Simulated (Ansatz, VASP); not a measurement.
**One calculation of ZnO, two programs**

INCAR

```
SYSTEM = ZnO
PREC = Accurate
ENCUT = 520
EDIFF = 1E-6
ISMEAR = 0
SIGMA = 0.05
LREAL = .FALSE.
LASPH = .TRUE.
NELM = 60
ALGO = Normal
ISIF = 2
LWAVE = .FALSE.
LCHARG = .FALSE.
GGA = CA
NBANDS = 26
```

File KPOINTS:

```
regular mesh
0
G
  12 12 6
  0 0 0
```

Contents of POSCAR:

```
ZnO
1.0
    3.1064546507      0.0000000000      0.0000000000
   -1.5532273253      2.6902686432      0.0000000000
    0.0000000000      0.0000000000      5.4244911111
Zn O
2 2
Direct
    0.3333333333      0.6666666667      0.0018514197
    0.6666666667      0.3333333333      0.5018514197
    0.3333333333      0.6666666667      0.3350338920
    0.6666666667      0.3333333333      0.8350338920
```

Input for Ansatz:

```yaml
crystal:
  lattice:
    - [3.1064546507, 0.0, 0.0]
    - [-1.5532273253, 2.6902686432, 0.0]
    - [0.0, 0.0, 5.4244911111]
  atoms:
    - { symbol: Zn, position: [0.3333333333, 0.6666666667, 0.0018514197] }
    - { symbol: Zn, position: [0.6666666667, 0.3333333333, 0.5018514197] }
    - { symbol: O, position: [0.3333333333, 0.6666666667, 0.335033892] }
    - { symbol: O, position: [0.6666666667, 0.3333333333, 0.835033892] }
basis:
  ecutwfc: 520.0
kpoints:
  mp_grid: { grid: [12, 12, 6] }
hamiltonian:
  xc: lda
  pseudopotentials: { kind: paw, azcp: { folder: soft_1 } }
scf:
  occupations: { method: gaussian, width: 0.05 }
output:
  forces: true
  stress: true
  eigenvalues: true
```

Alike in both runs: task single point; functional LDA; k mesh 12 × 12 × 6; occupations gaussian, width 0.05 eV; no spin polarisation.

```csv
,VASP,Ansatz
version,VASP 6.6.1,Ansatz 0.2.0
potentials or method,"VASP PAW LDA potentials, release 64 (Zn, O), cutoff 520 eV","scalar-relativistic, plane waves, PAW"
valence electrons in the cell,36,36
```

VASP gave:

```
gap on the k mesh at the Fermi level (eV)                     : 0.85
least direct gap on the mesh (eV)                             : 0.85
pressure (GPa)                                                : 1.2
traceless stress, the component that is largest in VASP (GPa) : 7.22
rms of the force components (eV/Å)                            : 1.056
```

Task: Which values does Ansatz return?

Result: gap on the k mesh at the Fermi level (eV): 0.84; least direct gap on the mesh (eV): 0.84; pressure (GPa): 0.0; traceless stress, the component that is largest in VASP (GPa): 6.27; rms of the force components (eV/Å): 1.008.

Ansatz warns that its potentials were made for another functional, while VASP's fit it. LDA's correlation is that of Perdew and Zunger in VASP and of Perdew and Wang (1992) in Ansatz. Atom by atom the forces differ by 0.048 eV/Å (rms over components).
